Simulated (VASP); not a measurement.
# ZrS (Fmmm) in VASP: notebook

ZrS is run at these levels: r2SCAN; tasks: single point.

Everything below comes from runs of VASP 6.6.1. Logs are shortened: lines on timing, memory, paths and dates and some standing lists are left out, and cuts for length are marked.

## 1. The cell of the first run

It takes space group Fmmm (No. 69, orthorhombic). Conventional cell: a = 5.237 Å, b = 5.250 Å, c = 5.263 Å, α = 90.00°, β = 90.00°, γ = 90.00°. Within 3.5 Å of Zr (site symmetry mmm) lie 6 S at 2.62 to 2.63 Å. S (site symmetry mmm) has 6 Zr at 2.62 to 2.63 Å within 3.5 Å.

## 2. Single point, r2SCAN (strain +0.0025 x Voigt [1, -1, 0, 0, 0, 0])

POSCAR reads:

```
ZrS
1.0
    0.0000000000      2.6184375000      2.6250000000
    2.6315625000      0.0000000000      2.6250000000
    2.6315625000      2.6184375000      0.0000000000
Zr S
1 1
Direct
    0.0000000000      0.0000000000      0.0000000000
    0.5000000000      0.5000000000      0.5000000000
```

INCAR.step1 reads:

```
SYSTEM = ZrS
ALGO = Normal ; EDIFF = 1E-4
ENCUT = 520 ; GGA = PE
ISMEAR = 0 ; LASPH = .True.
LCHARG = .False. ; LREAL = .False.
LWAVE = .True. ; NBANDS = 16
NELM = 100 ; PREC = Accurate
SIGMA = 0.15
```

INCAR.step2 reads:

```
SYSTEM = ZrS
ALGO = Normal ; EDIFF = 1E-6
ENCUT = 520 ; ISIF = 2
ISMEAR = 0 ; ISTART = 1
LASPH = .True. ; LCHARG = .False.
LMIXTAU = .True. ; LREAL = .False.
LWAVE = .False. ; METAGGA = R2SCAN
NBANDS = 16 ; NELM = 100
PREC = Accurate ; SIGMA = 0.15
```

KPOINTS reads:

```
k-points
0
Gamma
  16 16 16
  0 0 0
```

Potentials or basis: VASP PAW PBE potentials, release 64 (Zr_sv, S).

Started as:

```
> cat potpaw_PBE.64/Zr_sv/POTCAR potpaw_PBE.64/S/POTCAR > POTCAR
> cp INCAR.step1 INCAR
> mpirun -np 1 vasp_std > vasp.out
> cp INCAR.step2 INCAR
> mpirun -np 1 vasp_std > vasp.out
```

OUTCAR:

```text
SYSTEM = ZrS
   EDIFF = 1E-6
   ENCUT = 520
   ISIF = 2
   ISMEAR = 0
   ISTART = 1
   LASPH = .True.
   LREAL = .False.
   METAGGA = R2SCAN
   NELM = 100
   PREC = Accurate

 ion  position               nearest neighbor table
   1  0.000  0.000  0.000-   2 2.62   2 2.62   2 2.62   2 2.62   2 2.63   2 2.63
   2  0.500  0.500  0.500-   1 2.62   1 2.62   1 2.62   1 2.62   1 2.63   1 2.63

  LATTYP: Found a face centered orthorhombic cell.
 ALAT       =     5.2368750000
 B/A-ratio  =     1.0025062657
 C/A-ratio  =     1.0050125313

  Lattice vectors:

 A1 = (  -2.6315625000,   0.0000000000,  -2.6250000000)
 A2 = (  -2.6315625000,   2.6184375000,   0.0000000000)
 A3 = (   0.0000000000,   2.6184375000,  -2.6250000000)

Analysis of symmetry for initial positions (statically):
=====================================================================
 Subroutine PRICEL returns:
 Original cell was already a primitive cell.

 Routine SETGRP: Setting up the symmetry group for a
 face centered orthorhombic supercell.

 Subroutine GETGRP returns: Found  8 space group operations
 (whereof  8 operations were pure point group operations)
 out of a pool of  8 trial point group operations.

The static configuration has the point symmetry D_2h.

Analysis of symmetry for dynamics (positions and initial velocities):
=====================================================================
 Subroutine PRICEL returns:
 Original cell was already a primitive cell.

 Routine SETGRP: Setting up the symmetry group for a
 face centered orthorhombic supercell.

 Subroutine GETGRP returns: Found  8 space group operations
 (whereof  8 operations were pure point group operations)
 out of a pool of  8 trial point group operations.

The dynamic configuration has the point symmetry D_2h.

 Subroutine INISYM returns: Found  8 space group operations
 (whereof  8 operations are pure point group operations),
 and found     1 'primitive' translations

----------------------------------------------------------------------------------------

                                     Primitive cell

  volume of cell :      36.1756

  direct lattice vectors                    reciprocal lattice vectors
     0.000000000  2.618437500  2.625000000    -0.190001188  0.190953574  0.190476190
     2.631562500  0.000000000  2.625000000     0.190001188 -0.190953574  0.190476190
     2.631562500  2.618437500  0.000000000     0.190001188  0.190953574 -0.190476190

[... 76 lines left out ...]
   ICHARG =      0    charge: 1-file 2-atom 10-const
   ISPIN  =      1    spin polarized calculation?
   LNONCOLLINEAR =      F non collinear calculations
   LSORBIT =      F    spin-orbit coupling
   LASPH  =      T    aspherical Exc in radial PAW
   ENCUT  =  520.0 eV  38.22 Ry    6.18 a.u.   6.89  6.91  6.90*2*pi/ulx,y,z
   NELM   =    100;   NELMIN=  2; NELMDL=  0     # of ELM steps
   EDIFF  = 0.1E-05   stopping-criterion for ELM
   LREAL  =      F    real-space projection
   EDIFFG = 0.1E-04   stopping-criterion for IOM
   NSW    =      0    number of steps for IOM
   IBRION =     -1    ionic relax: 0-MD 1-quasi-New 2-CG
   NFREE  =      0    steps in history (QN), initial steepest desc. (CG)
   ISIF   =      2    stress and relaxation
   ISYM   =      2    0-nonsym 1-usesym 2-fastsym
   POTIM  = 0.5000    time-step for ionic-motion
   TEBEG  =    0.0;   TEEND  =   0.0 temperature during run
   PSTRESS=    0.0 pullay stress
   NELECT =      18.0000    total number of electrons
   NUPDOWN=      -1.0000    fix difference up-down
   EMIN   =  10.00;   EMAX   =-10.00  energy-range for DOS
   EFERMI =   0.00;   METHOD = LEGACY
   ISMEAR =     0;   SIGMA  =   0.15  broadening in eV -4-tet -1-fermi 0-gaus
   EFERMI_NEDOS =   21; number of points for ismear=-14 and -15
   IALGO  =     38    algorithm
   IMIX   =      4    mixing-type and parameters
     AMIX     =   0.40;   BMIX     =  1.00
     AMIX_MAG =   1.60;   BMIX_MAG =  1.00
  volume/ion in A,a.u.               =      18.09       122.06
  Fermi-wavevector in a.u.,A,eV,Ry     =   1.297261  2.451467 22.897045  1.682885
  Thomas-Fermi vector in A             =   2.428665
   LORBIT       =      0    0 simple, 1 ext, 2 COOP (PROOUT), +10 PAW based schemes
   METAGGA = R2SCAN    functional components
   LHFCALC =     F    Hartree Fock is set to
   AEXX    =    0.0000 exact exchange contribution
   IVDW    =     0    specifies the selected vdW correction
   LEPSILON=     F    determine dielectric tensor
   LRPA    =     F    only Hartree local field effects (RPA)
 non-spin polarized calculation
 Gauss-broadening in eV      SIGMA  =   0.15
  energy-cutoff  :      520.00
  volume of cell :       36.18
 maximum number of plane-waves:       990
   NGX = 13   NGY = 13   NGZ = 13

 number of electron      18.0000000 magnetization

 Free energy of the ion-electron system (eV)
  ---------------------------------------------------
  ext. energy  EPLUGINS =         0.00000000
  ---------------------------------------------------
  free energy    TOTEN  =       -33.88900724 eV

  energy without entropy =      -33.87527401  energy(sigma->0) =      -33.88214063

 E-fermi :  10.9437     XC(G=0): -11.9636

 val. band max:       10.9426705890   @ k =   0.4375  -0.2500   0.1875
 cond. band min:      10.9437383284   @ k =   0.1250   0.3125   0.0625
 fundamental gap:      0.0010677394
 Fermi energy:        10.9436590937

 k-point     1 :       0.0000    0.0000    0.0000
  band No.  band energies     occupation
      1     -40.9383      2.00000
      2     -18.2200      2.00000
      3     -18.2190      2.00000
      4     -18.2180      2.00000
      5      -5.8622      2.00000
      6       6.9425      2.00000
[... 433 lines left out ...]
      3     -18.2275      2.00000
      4     -18.2196      2.00000
      5      -5.7290      2.00000
      6       6.1723      2.00000
[... 8 lines left out ...]
     15      19.0549      0.00000
     16      22.4745      0.00000

 [... further k-points ...]
[... 5 lines left out ...]
  --------------------------------------------------------------------------------------
  -------------------------------------------------------------------------------------
  Total       -0.5982421     -0.3075563     -0.4565944      0.0000000      0.0000000      0.0000000
  in kB      -26.4955137    -13.6213469    -20.2220884      0.0000000      0.0000000      0.0000000
  external PRESSURE =     -20.1129830 kB  Pullay stress =       0.0000000 kB

 VOLUME and BASIS-vectors are now :
 -----------------------------------------------------------------------------
  energy-cutoff  :      520.00
  volume of cell :       36.18
      direct lattice vectors                 reciprocal lattice vectors
     0.000000000  2.618437500  2.625000000    -0.190001188  0.190953574  0.190476190
     2.631562500  0.000000000  2.625000000     0.190001188 -0.190953574  0.190476190
     2.631562500  2.618437500  0.000000000     0.190001188  0.190953574 -0.190476190

 POSITION                                       TOTAL-FORCE (eV/Angst)
 -----------------------------------------------------------------------------------
      0.00000      0.00000      0.00000         0.000000     -0.000000     -0.000000
      2.63156      2.61844      2.62500        -0.000000      0.000000      0.000000
 -----------------------------------------------------------------------------------
    total drift:                                0.000000      0.000000      0.000000

  FREE ENERGIE OF THE ION-ELECTRON SYSTEM (eV)
  ---------------------------------------------------
  free  energy   TOTEN  =       -33.8890072443 eV

  energy  without entropy=      -33.8752740145  energy(sigma->0) =      -33.88214063
```

OUTCAR.step1:

```text
SYSTEM = ZrS
   EDIFF = 1E-4
   ENCUT = 520
   GGA = PE
   ISMEAR = 0
   LASPH = .True.
   LREAL = .False.
[... 678 lines left out ...]
      0.00000      0.00000      0.00000        -0.000000      0.000000      0.000000
      2.63156      2.61844      2.62500         0.000000      0.000000      0.000000
 -----------------------------------------------------------------------------------
    total drift:                                0.000000      0.000000      0.000000

  FREE ENERGIE OF THE ION-ELECTRON SYSTEM (eV)
  ---------------------------------------------------
  free  energy   TOTEN  =       -15.4157537297 eV

  energy  without entropy=      -15.4012740491  energy(sigma->0) =      -15.40851389
```

OSZICAR.step1:

```text
N       E                     dE             d eps       ncg     rms          rms(c)
DAV:   1     0.121883174563E+03    0.12188E+03   -0.95704E+03 19888   0.110E+03
DAV:   2    -0.111015883354E+02   -0.13298E+03   -0.12821E+03 26032   0.280E+02
DAV:   3    -0.162738797289E+02   -0.51723E+01   -0.51384E+01 32064   0.489E+01
DAV:   4    -0.163592773635E+02   -0.85398E-01   -0.85362E-01 24976   0.568E+00
DAV:   5    -0.163609299175E+02   -0.16526E-02   -0.16525E-02 29576   0.621E-01    0.148E+01
DAV:   6    -0.154477107445E+02    0.91322E+00   -0.20036E+00 25112   0.966E+00    0.681E+00
DAV:   7    -0.154201380945E+02    0.27573E-01   -0.19017E-01 28520   0.282E+00    0.301E+00
DAV:   8    -0.154167185547E+02    0.34195E-02   -0.30095E-02 23552   0.114E+00    0.597E-01
DAV:   9    -0.154156742235E+02    0.10443E-02   -0.32180E-03 24024   0.338E-01    0.179E-01
DAV:  10    -0.154157537297E+02   -0.79506E-04   -0.38255E-04 23032   0.191E-01
   1 F= -.15415754E+02 E0= -.15408514E+02  d E =-.144797E-01
```

Wall time 14 min (1 thread of AMD EPYC 9R45 (Zen 5), shared host); peak memory 0.42 GiB.

What came out:

- Free energy: -33.8890 eV
- Pressure: -2.0 GPa
- Band gap on the k mesh: zero (band 9 reaches 12.42 eV, above the bottom of band 10 at 9.51 eV)

Levels at points of the mesh, in eV from the Fermi level:
```tsv
k point	band 5	band 6	band 7	band 8	band 9	band 10	band 11	band 12	band 13	band 14
(0.00, 0.00, 0.00)	-16.81	-4.00	-3.99	-3.99	-1.46	-1.43	-1.40	-0.70	-0.68	2.32
(0.50, 0.00, 0.00)	-15.23	-8.51	-6.45	-6.44	1.48	1.49	1.83	2.08	5.73	5.80
(0.50, 0.50, 0.00)	-15.94	-6.77	-4.96	-4.96	-3.54	0.53	2.36	2.40	3.04	3.55
(0.50, 0.00, 0.50)	-15.94	-6.76	-4.97	-4.97	-3.53	0.54	2.37	2.38	3.04	3.55
(0.00, 0.50, 0.50)	-15.95	-6.79	-4.95	-4.95	-3.54	0.52	2.37	2.39	3.04	3.55
```

Caveat: the cell differs from its parent crystal (strain +0.0025 x Voigt [1, -1, 0, 0, 0, 0]); the PAW data sets were made with another functional, which shifts forces and pressure a little.

## 3. Single point, r2SCAN (strain +0.0175 x Voigt [1, -1, 0, 0, 0, 0])

POSCAR reads:

```
ZrS
1.0
    0.0000000000      2.5790625000      2.6250000000
    2.6709375000      0.0000000000      2.6250000000
    2.6709375000      2.5790625000      0.0000000000
Zr S
1 1
Direct
    0.0000000000      0.0000000000      0.0000000000
    0.5000000000      0.5000000000      0.5000000000
```

INCAR.step1 reads:

```
ALGO = Normal
EDIFF = 1E-4
ENCUT = 520
GGA = PE
ISMEAR = 0
LASPH = True
LCHARG = False
LREAL = False
LWAVE = True
NBANDS = 16
NELM = 60
PREC = Accurate
SIGMA = 0.15
```

INCAR.step2 reads:

```
ALGO = Normal
EDIFF = 1E-6
ENCUT = 520
ISIF = 2
ISMEAR = 0
ISTART = 1
LASPH = True
LCHARG = True
LELF = True
LMIXTAU = True
LREAL = False
LVHAR = True
LWAVE = False
METAGGA = R2SCAN
NBANDS = 16
NELM = 60
PREC = Accurate
SIGMA = 0.15
```

KPOINTS reads:

```
k-points
0
Gamma
  16 16 16
```

Potentials or basis: VASP PAW PBE potentials, release 64 (Zr_sv, S).

Started as:

```
> cat potpaw_PBE.64/Zr_sv/POTCAR potpaw_PBE.64/S/POTCAR > POTCAR
> cp INCAR.step1 INCAR
> mpirun -np 1 vasp_std > vasp.out
> cp INCAR.step2 INCAR
> mpirun -np 1 vasp_std > vasp.out
```

It took 19 min on 1 thread of Intel Xeon Platinum 8259CL at 2.50GHz (Skylake/Cascade Lake), shared host; peak memory 0.45 GiB.

Results (log left out):

```
Free energy            : -33.8714 eV
Pressure               : -1.6 GPa
Band gap on the k mesh : zero (band 9 reaches 12.38 eV, above the bottom of band 10 at 9.52 eV)
```

Stress tensor (GPa, compression positive):
```
-6.04  0.00  0.00
 0.00  3.22  0.00
 0.00  0.00 -2.13
```

Levels at points of the mesh, in eV from the Fermi level:
```csv
k point,band 6,band 7,band 8,band 9,band 10,band 11,band 12,band 13
"(0.00, 0.00, 0.00)",-4.03,-3.99,-3.94,-1.61,-1.42,-1.23,-0.76,-0.65
"(0.50, 0.00, 0.00)",-8.50,-6.46,-6.43,1.44,1.56,1.86,2.09,5.51
"(0.50, 0.50, 0.00)",-6.77,-4.95,-4.94,-3.53,0.52,2.26,2.51,3.05
"(0.50, 0.00, 0.50)",-6.65,-5.03,-5.03,-3.51,0.63,2.29,2.44,3.05
"(0.00, 0.50, 0.50)",-6.87,-4.88,-4.86,-3.55,0.45,2.34,2.44,3.05
```

Caveat: the cell differs from its parent crystal (strain +0.0175 x Voigt [1, -1, 0, 0, 0, 0]); the PAW data sets were made with another functional, which shifts forces and pressure a little.

[end of part 1 of 2]
